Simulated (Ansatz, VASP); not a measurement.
Sb in VASP and in Ansatz

```
Sb
1.0
     4.33387    2.50216    7.42793
    -4.33387    2.50216    7.42793
     0.00000   -5.00432    7.42793
Sb
16
Direct
  0.11774 0.11774 0.11774
  0.38226 0.38226 0.38226
  0.11774 0.11774 0.61774
  0.38226 0.38226 0.88226
  0.11774 0.61774 0.11774
  0.38226 0.88226 0.38226
  0.11774 0.61774 0.61774
  0.38226 0.88226 0.88226
  0.61774 0.11774 0.11774
  0.88226 0.38226 0.38226
  0.61774 0.11774 0.61774
  0.88226 0.38226 0.88226
  0.61774 0.61774 0.11774
  0.88226 0.88226 0.38226
  0.61774 0.61774 0.61774
  0.88226 0.88226 0.88226
```

Alike in both runs: task single point; functional PBE; dispersion D3(BJ); k mesh 4 × 4 × 4; occupations fermi-dirac, width 0.05 eV; no spin polarisation.

|  | VASP | Ansatz |
| --- | --- | --- |
| version | VASP 6.6.1 | Ansatz 0.2.0 |
| potentials or method | VASP PAW PBE potentials, release 64 (Sb), cutoff 520 eV | scalar-relativistic, plane waves, PAW |
| valence electrons in the cell | 80 | 240 |

```csv
,VASP,Ansatz,Ansatz less VASP
gap on the k mesh at the Fermi level (eV),none,none,-
rms of the force components (eV/Å),0.003,0.020,+0.0175
```

Atom by atom the forces differ by 0.018 eV/Å (rms over components). A gap of «none» marks a metal or a gap that the smearing closes. VASP's potentials hold 80 valence electrons a cell and Ansatz's 240, so a difference there can come from the potentials and not from the codes.

Neither program's run includes spin-orbit coupling.
